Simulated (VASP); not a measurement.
# Pt (P-1) in VASP: notebook

Pt is run at these levels: PBEsol; tasks: single point.

Program: VASP 6.6.1. These are calculated values, not measurements. Logs are shortened: lines on timing, memory, paths and dates and some standing lists are left out, and cuts for length are marked.

**1. The cell of the first run**

The typed cell holds 1 atom: a = 2.743 Å, b = 2.761 Å, c = 2.721 Å, α = 109.34°, β = 109.59°, γ = 109.30°.

**2. Single point, PBEsol**

INCAR

```
ALGO     = Normal         # electronic algorithm
EDIFF    = 1E-6           # SCF threshold, eV
ENCUT    = 520            # plane-wave cutoff, eV
GGA      = PS             # functional
ISIF     = 2              # what is computed and relaxed
ISMEAR   = 1              # smearing method
LASPH    = T              # aspherical terms in the spheres
LCHARG   = T              # write CHGCAR
LELF     = T              # ELF
LREAL    = F              # projectors in reciprocal space
LVHAR    = T            
LWAVE    = F              # write WAVECAR
NBANDS   = 11             # bands
NELM     = 60             # most SCF steps
PREC     = Accurate       # precision mode
SIGMA    = 0.05           # smearing width, eV
```

KPOINTS

```
k-points
0
Gamma
  9 8 9
```

POSCAR

```
Pt
1.0
   -1.5821724000      1.5849819900      1.5846552900
    1.6029151900     -1.5797795700      1.6001956600
    1.5674823500      1.5650895200     -1.5794528700
Pt
1
Direct
    0.0000000000      0.0000000000      0.0000000000
```

Potentials or basis: VASP PAW PBE potentials, release 64 (Pt).

Started as:

```
> cat potpaw_PBE.64/Pt/POTCAR > POTCAR
> mpirun -np 1 vasp_std > vasp.out
```

OUTCAR:

```text
EDIFF = 1E-6
   ENCUT = 520
   GGA = PS
   ISIF = 2
   ISMEAR = 1
   LASPH = T
   LREAL = F
   NELM = 60
   PREC = Accurate

 ion  position               nearest neighbor table
   1  0.000  0.000  0.000-

  LATTYP: Found a triclinic cell.
 ALAT       =     7.0502409581
 B/A-ratio  =     0.6343495643
 C/A-ratio  =     0.3891298857
 COS(alpha) =     0.0001609558
 COS(beta)  =     0.2598621991
 COS(gamma) =     0.9480271513

  Lattice vectors:

 A1 = (  -0.0501228900,   6.2949406000,  -3.1744461100)
 A2 = (  -0.0354328400,   3.1448690900,  -3.1796485300)
 A3 = (  -1.5821724000,   1.5849819900,   1.5846552900)

Analysis of symmetry for initial positions (statically):
=====================================================================
 Subroutine PRICEL returns:
 Original cell was already a primitive cell.

 Routine SETGRP: Setting up the symmetry group for a
 triclinic supercell.

 Subroutine GETGRP returns: Found  2 space group operations
 (whereof  2 operations were pure point group operations)
 out of a pool of  2 trial point group operations.

The static configuration has the point symmetry S_2 .

Analysis of symmetry for dynamics (positions and initial velocities):
=====================================================================
 Subroutine PRICEL returns:
 Original cell was already a primitive cell.

 Routine SETGRP: Setting up the symmetry group for a
 triclinic supercell.

 Subroutine GETGRP returns: Found  2 space group operations
 (whereof  2 operations were pure point group operations)
 out of a pool of  2 trial point group operations.

The dynamic configuration has the point symmetry S_2 .

 Subroutine INISYM returns: Found  2 space group operations
 (whereof  2 operations are pure point group operations),
 and found     1 'primitive' translations

----------------------------------------------------------------------------------------

                                     Primitive cell

  volume of cell :      15.9025

  direct lattice vectors                    reciprocal lattice vectors
    -1.582172400  1.584981990  1.584655290    -0.000582431  0.316932687  0.313472524
     1.602915190 -1.579779570  1.600195660     0.313381304  0.000946240  0.311943852
     1.567482350  1.565089520 -1.579452870     0.316912558  0.318935271 -0.002585014

  length of vectors
     2.743459458  2.761460980  2.720510520     0.445770895  0.442173839  0.449622018

  position of ions in fractional coordinates (direct lattice)
     0.000000000  0.000000000  0.000000000

  ion indices of the primitive-cell ions
   primitive index   ion index
                 1           1

----------------------------------------------------------------------------------------

 KPOINTS: k-points

Automatic generation of k-mesh.
 Grid dimensions read from file:
 generate k-points for:    9    8    9

 Generating k-lattice:

  Cartesian coordinates                     Fractional coordinates (reciprocal lattice)
    -0.000064715  0.035214743  0.034830280     0.111111111  0.000000000 -0.000000000
     0.039172663  0.000118280  0.038992982     0.000000000  0.125000000  0.000000000
     0.035212506  0.035437252 -0.000287224     0.000000000 -0.000000000  0.111111111

  Length of vectors
     0.049530099  0.055271730  0.049958002

  Shift w.r.t. Gamma in fractional coordinates (k-lattice)
     0.000000000  0.000000000  0.000000000

 Subroutine IBZKPT returns following result:
 ===========================================

 Found    325 irreducible k-points:

 Following reciprocal coordinates:
            Coordinates               Weight
  0.000000  0.000000  0.000000      1.000000
  0.111111  0.000000 -0.000000      2.000000
  0.222222  0.000000 -0.000000      2.000000
  0.333333  0.000000  0.000000      2.000000
  0.444444  0.000000 -0.000000      2.000000
  0.000000  0.125000 -0.000000      2.000000
[... 16 lines left out ...]
 -0.111111  0.250000  0.000000      2.000000
  0.000000  0.375000 -0.000000      2.000000
 [... further k-points ...]
   k-points           NKPTS =    325   k-points in BZ     NKDIM =    325   number of bands    NBANDS=     11
   number of dos      NEDOS =    301   number of ions     NIONS =      1
   total plane-waves  NPLWV =   9600
   dimension x,y,z NGX =    20 NGY =   24 NGZ =   20
   dimension x,y,z NGXF=    40 NGYF=   48 NGZF=   40
   ions per type =               1
   NGX,Y,Z   is equivalent  to a cutoff of  12.12, 14.45, 12.22 a.u.
   NGXF,Y,Z  is equivalent  to a cutoff of  24.24, 28.90, 24.44 a.u.
 SYSTEM =  unknown system
   PREC   = accura    normal or accurate (medium, high low for compatibility)
   ISTART =      0    job   : 0-new  1-cont  2-samecut
   ICHARG =      2    charge: 1-file 2-atom 10-const
   ISPIN  =      1    spin polarized calculation?
   LNONCOLLINEAR =      F non collinear calculations
   LSORBIT =      F    spin-orbit coupling
   LASPH  =      T    aspherical Exc in radial PAW
   ENCUT  =  520.0 eV  38.22 Ry    6.18 a.u.   5.10  5.13  5.06*2*pi/ulx,y,z
   NELM   =     60;   NELMIN=  2; NELMDL= -5     # of ELM steps
   EDIFF  = 0.1E-05   stopping-criterion for ELM
   LREAL  =      F    real-space projection
   EDIFFG = 0.1E-04   stopping-criterion for IOM
   NSW    =      0    number of steps for IOM
   IBRION =     -1    ionic relax: 0-MD 1-quasi-New 2-CG
   NFREE  =      0    steps in history (QN), initial steepest desc. (CG)
   ISIF   =      2    stress and relaxation
   ISYM   =      2    0-nonsym 1-usesym 2-fastsym
   POTIM  = 0.5000    time-step for ionic-motion
   TEBEG  =    0.0;   TEEND  =   0.0 temperature during run
   PSTRESS=    0.0 pullay stress
   NELECT =      10.0000    total number of electrons
   NUPDOWN=      -1.0000    fix difference up-down
   EMIN   =  10.00;   EMAX   =-10.00  energy-range for DOS
   EFERMI =   0.00;   METHOD = LEGACY
   ISMEAR =     1;   SIGMA  =   0.05  broadening in eV -4-tet -1-fermi 0-gaus
   EFERMI_NEDOS =   21; number of points for ismear=-14 and -15
   IALGO  =     38    algorithm
   IMIX   =      4    mixing-type and parameters
     AMIX     =   0.40;   BMIX     =  1.00
     AMIX_MAG =   1.60;   BMIX_MAG =  1.00
  volume/ion in A,a.u.               =      15.90       107.32
  Fermi-wavevector in a.u.,A,eV,Ry     =   1.402556  2.650446 26.764870  1.967162
  Thomas-Fermi vector in A             =   2.525306
   LORBIT       =      0    0 simple, 1 ext, 2 COOP (PROOUT), +10 PAW based schemes
   GGA     = PS    functional components
   LHFCALC =     F    Hartree Fock is set to
   AEXX    =    0.0000 exact exchange contribution
   IVDW    =     0    specifies the selected vdW correction
   LEPSILON=     F    determine dielectric tensor
   LRPA    =     F    only Hartree local field effects (RPA)
 non-spin polarized calculation
 Methfessel and Paxton  Order N= 1 SIGMA  =   0.05
  energy-cutoff  :      520.00
  volume of cell :       15.90
 maximum number of plane-waves:       439
   NGX = 11   NGY = 11   NGZ = 11

 number of electron      10.0000000 magnetization

 number of electron       9.9999999 magnetization

 Free energy of the ion-electron system (eV)
  ---------------------------------------------------
  ext. energy  EPLUGINS =         0.00000000
  ---------------------------------------------------
  free energy    TOTEN  =        -6.81559265 eV

  energy without entropy =       -6.81574029  energy(sigma->0) =       -6.81564186

 E-fermi :   9.8440     XC(G=0): -13.3098

 val. band max:        9.8378080953   @ k =   0.1111  -0.2500   0.3333
 cond. band min:       9.8542865515   @ k =  -0.3333   0.3750  -0.0000
 fundamental gap:      0.0164784561
 Fermi energy:         9.8440163576

 k-point     1 :       0.0000    0.0000    0.0000
  band No.  band energies     occupation
      1       0.4068      2.00000
      2       6.3257      2.00000
      3       6.4512      2.00000
      4       6.5569      2.00000
      5       8.8880      2.00000
      6       8.9873      2.00000
      7      26.7926      0.00000
      8      27.0252      0.00000
      9      27.1542      0.00000
     10      36.8668      0.00000
     11      36.9069      0.00000

 k-point     2 :       0.1111    0.0000   -0.0000
  band No.  band energies     occupation
      1       0.8948      2.00000
      2       6.1899      2.00000
      3       6.4671      2.00000
      4       6.8723      2.00000
      5       8.7204      2.00000
      6       8.9601      2.00000
      7      27.0977      0.00000
      8      27.2352      0.00000
      9      27.7131      0.00000
     10      33.4054      0.00000
     11      33.7378      0.00000

 k-point     3 :       0.2222    0.0000   -0.0000
  band No.  band energies     occupation
      1       2.1503      2.00000
      2       5.7740      2.00000
      3       6.4272      2.00000
      4       7.9654      2.00000
      5       8.5156      2.00000
      6       9.0237      2.00000
      7      25.2874      0.00000
      8      26.3569      0.00000
      9      29.6382      0.00000
     10      32.1445      0.00000
     11      32.2962      0.00000

 k-point     4 :       0.3333    0.0000    0.0000
  band No.  band energies     occupation
      1       3.2151      2.00000
      2       5.3190      2.00000
      3       7.2199      2.00000
      4       8.6790      2.00000
      5       9.1423      2.00000
      6       9.4897      2.00000
      7      20.8227      0.00000
      8      24.5057      0.00000
      9      28.5462      0.00000
     10      32.2489      0.00000
     11      33.2168      0.00000
[... 239 lines left out ...]
 k-point    22 :      -0.2222    0.2500    0.0000
  band No.  band energies     occupation
      1       2.3454      2.00000
      2       5.6836      2.00000
      3       6.4019      2.00000
      4       8.1635      2.00000
      5       8.5846      2.00000
      6       9.0483      2.00000
      7      24.7689      0.00000
      8      26.1644      0.00000
      9      29.7935      0.00000
     10      31.0250      0.00000
     11      32.7967      0.00000

 k-point    23 :      -0.1111    0.2500    0.0000
  band No.  band energies     occupation
      1       2.1002      2.00000
      2       5.9106      2.00000
      3       6.1166      2.00000
      4       8.0475      2.00000
      5       8.4446      2.00000
      6       9.1166      2.00000
      7      25.9309      0.00000
      8      26.4666      0.00000
      9      28.7751      0.00000
     10      30.0691      0.00000
     11      32.8873      0.00000

 k-point    24 :       0.0000    0.3750   -0.0000
  band No.  band energies     occupation
      1       3.3104      2.00000
      2       5.2229      2.00000
      3       7.8515      2.00000
      4       8.7905      2.00000
      5       9.2159      2.00000
      6      10.0104     -0.00003
      7      18.9317      0.00000
      8      24.0551      0.00000
      9      27.5464      0.00000
     10      33.3077      0.00000
     11      33.7381      0.00000

 [... further k-points ...]

------------------------ aborting loop because EDIFF is reached ----------------------------------------

  FORCE on cell =-STRESS in cart. coord.  units (eV):
  Direction    XX          YY          ZZ          XY          YZ          ZX
  --------------------------------------------------------------------------------------
  -------------------------------------------------------------------------------------
  Total       -1.1705867     -1.0829437     -1.1317242      0.1664329     -0.0516067     -0.1147781
  in kB     -117.9369880   -109.1069256   -114.0215740     16.7681715     -5.1993899    -11.5639326
  external PRESSURE =    -113.6884959 kB  Pullay stress =       0.0000000 kB

 VOLUME and BASIS-vectors are now :
 -----------------------------------------------------------------------------
  energy-cutoff  :      520.00
  volume of cell :       15.90
      direct lattice vectors                 reciprocal lattice vectors
    -1.582172400  1.584981990  1.584655290    -0.000582431  0.316932687  0.313472524
     1.602915190 -1.579779570  1.600195660     0.313381304  0.000946240  0.311943852
     1.567482350  1.565089520 -1.579452870     0.316912558  0.318935271 -0.002585014

 POSITION                                       TOTAL-FORCE (eV/Angst)
 -----------------------------------------------------------------------------------
      0.00000      0.00000      0.00000         0.000000     -0.000000      0.000000
 -----------------------------------------------------------------------------------
    total drift:                               -0.000000      0.000000     -0.000000

  FREE ENERGIE OF THE ION-ELECTRON SYSTEM (eV)
  ---------------------------------------------------
  free  energy   TOTEN  =        -6.8155926508 eV

  energy  without entropy=       -6.8157402869  energy(sigma->0) =       -6.81564186
```

It took 32 s on 1 thread of Intel Xeon Platinum 8488C (Sapphire Rapids), shared host; peak memory 0.17 GiB.

Results:

```yaml
Free_energy: -6.8156 eV
Pressure: -11.4 GPa
Band_gap_on_the_k_mesh: zero (band 5 reaches 10.80 eV, above the bottom of band 6 at 8.91 eV)
```

Caveat: the PAW data sets were made with another functional, which shifts forces and pressure a little; spin-orbit coupling is left out, which moves the levels of the heavy elements.

**3. Single point, PBEsol**

INCAR

```
PREC = Accurate
ENCUT = 520
EDIFF = 1E-7
ISMEAR = 1
SIGMA = 0.025
LREAL = False
LASPH = True
NELM = 80
ALGO = Fast
ISIF = 2
LWAVE = False
LCHARG = False
GGA = PS
NBANDS = 11
```

KPOINTS

```
regular mesh
0
Gamma
  9 8 9
```

POSCAR is that of step 2.

Potentials or basis: VASP PAW PBE potentials, release 64 (Pt).

Started as:

```
> cat potpaw_PBE.64/Pt/POTCAR > POTCAR
> mpirun -np 1 vasp_std > vasp.out
```

Run time: 34 s. Hardware: 1 thread of Intel Xeon Platinum 8488C (Sapphire Rapids), shared host; peak memory 0.17 GiB.

The run converged. Its results:

* Free energy: -6.8156 eV
* Pressure: -11.3 GPa
* Band gap on the k mesh: zero (band 5 reaches 10.80 eV, above the bottom of band 6 at 8.91 eV)

Stress tensor (GPa, compression positive):
```
-11.70   1.66  -1.16
  1.66 -10.91  -0.50
 -1.16  -0.50 -11.34
```

Levels at points of the mesh, in eV from the Fermi level:
| k point | band 1 | band 2 | band 3 | band 4 | band 5 | band 6 | band 7 | band 8 | band 9 | band 10 |
| --- | --- | --- | --- | --- | --- | --- | --- | --- | --- | --- |
| (0.00, 0.00, 0.00) | -9.44 | -3.52 | -3.39 | -3.29 | -0.96 | -0.86 | 16.95 | 17.18 | 17.31 | 27.02 |
| (0.00, 0.50, 0.00) | -6.50 | -4.80 | -1.11 | -0.56 | 0.15 | 1.02 | 6.05 | 13.43 | 16.04 | 24.13 |

Caveat: the PAW data sets were made with another functional, which shifts forces and pressure a little; spin-orbit coupling is left out, which moves the levels of the heavy elements.

**4. Single point, PBEsol**

INCAR

```
SYSTEM = Pt
  ALGO = Normal
  EDIFF = 1E-6
  ENCUT = 520
  GGA = PS
  ISIF = 2
  ISMEAR = 1
  LASPH = .TRUE.
  LCHARG = .FALSE.
  LREAL = .FALSE.
  LWAVE = .FALSE.
  NBANDS = 11
  NELM = 80
  PREC = Accurate
  SIGMA = 0.01
```

KPOINTS

```
k-points
0
G
  9 8 9
  0 0 0
```

POSCAR is that of step 3.

Started as:

```
> cat potpaw_PBE.64/Pt/POTCAR > POTCAR
> mpirun -np 1 vasp_std > vasp.out
```

Run time: 33 s. Hardware: 1 thread of Intel Xeon Platinum 8488C (Sapphire Rapids), shared host; peak memory 0.17 GiB.

It converged, with:

| Quantity | Value |
| --- | --- |
| Free energy | -6.8156 eV |
| Pressure | -11.4 GPa |
| Band gap on the k mesh | zero (band 5 reaches 10.80 eV, above the bottom of band 6 at 8.91 eV) |

Stress tensor (GPa, compression positive):
```
-11.90   1.66  -1.17
  1.66 -10.89  -0.49
 -1.17  -0.49 -11.28
```

Levels at points of the mesh, in eV from the Fermi level:
```csv
k point,band 3,band 4,band 5,band 6,band 7,band 8
"(0.00, 0.00, 0.00)",-3.40,-3.29,-0.96,-0.86,16.95,17.18
"(0.00, 0.50, 0.00)",-1.11,-0.56,0.15,1.02,6.05,13.43
```

Caveat: the PAW data sets were made with another functional, which shifts forces and pressure a little; spin-orbit coupling is left out, which moves the levels of the heavy elements.

**5. Summary**

| smearing | gap on the mesh (eV) | pressure (GPa) |
| --- | --- | --- |
| methfessel-paxton 0.05 eV | none | -11.4 |
| methfessel-paxton 0.025 eV | none | -11.3 |
| methfessel-paxton 0.01 eV | none | -11.4 |

Alike in all rows: task single point; level PBEsol; potentials or basis VASP PAW PBE potentials, release 64 (Pt); no spin polarisation; cell as given; k mesh 9 × 8 × 9; cutoff (eV) 520.

Every run on the cell as given and a fine mesh finds a metal.

Caveats: the PAW data sets were made with another functional, which shifts forces and pressure a little; spin-orbit coupling is left out, which moves the levels of the heavy elements.

Absolute energies hang on the potentials; compare differences alone.
